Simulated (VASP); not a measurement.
A run of VASP 6.6.1 is set up as follows.

Contents of INCAR:

```
SYSTEM = Ir
ALGO = Normal
EDIFF = 1E-6
ENCUT = 520
ISIF = 2
ISMEAR = -1
LASPH = .True.
LCHARG = .False.
LREAL = .False.
LWAVE = .False.
NBANDS = 16
NELM = 80
PREC = Accurate
SIGMA = 0.05
```

KPOINTS

```
k-points
0
Gamma
  11 11 6
  0 0 0
```

POSCAR

```
Ir
1.0
    2.7875843874      0.0000000000      0.0000000000
   -1.3937921937      2.4141188946      0.0000000000
    0.0000000000      0.0000000000      4.5210110761
Ir
2
Direct
    0.3333333333      0.6666666667      0.2500000000
    0.6666666667      0.3333333333      0.7500000000
```

Potentials or basis: VASP PAW LDA potentials, release 64 (Ir).

Launch:

```console
$ cat potpaw_LDA.64/Ir/POTCAR > POTCAR
$ mpirun -np 1 vasp_std > vasp.out
```

Question: Predict the pressure.

Answer: -26.9 GPa.

Question: Predict the band gap on the k mesh.

Answer: Zero (band 9 reaches 10.02 eV, above the bottom of band 10 at 7.15 eV).

Stress tensor (GPa, compression positive):
```
-26.64   0.00   0.00
  0.00 -26.64   0.00
  0.00   0.00 -27.45
```

Caveat: spin-orbit coupling is left out, which moves the levels of the heavy elements.
